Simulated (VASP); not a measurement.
Input of a VASP 6.6.1 run:

Contents of INCAR:

```
SYSTEM = Mo
PREC = Accurate ; ENCUT = 520
EDIFF = 1E-6 ; ISMEAR = -1
SIGMA = 0.1 ; LREAL = .FALSE.
LASPH = .TRUE. ; NELM = 60
ALGO = Normal ; ISIF = 2
LWAVE = .FALSE. ; LCHARG = .FALSE.
GGA = PE ; NBANDS = 21
```

File KPOINTS:

```
regular mesh
0
G
  15 15 7
  0 0 0
```

The input POSCAR:

```
Mo
1.0
    2.8660245259      0.0000000000      0.0000000000
   -1.4330122630      2.4820500473      0.0000000000
    0.0000000000      0.0000000000      5.0745745147
Mo
2
Direct
    0.3333333333      0.6666666667      0.2500000000
    0.6666666667      0.3333333333      0.7500000000
```

Potentials or basis: VASP PAW PBE potentials, release 64 (Mo_sv).

Command:

```bash
$ cat potpaw_PBE.64/Mo_sv/POTCAR > POTCAR
$ mpirun -np 1 vasp_std > vasp.out
```

**Question.** Estimate the band gap on the k mesh.

**Answer.** Zero (band 14 reaches 11.15 eV, above the bottom of band 15 at 9.73 eV).

**Question.** Predict the pressure.

**Answer.** -21.0 GPa.

Stress tensor (GPa, compression positive):
```
-22.21   0.00   0.00
  0.00 -22.21   0.00
  0.00   0.00 -18.57
```
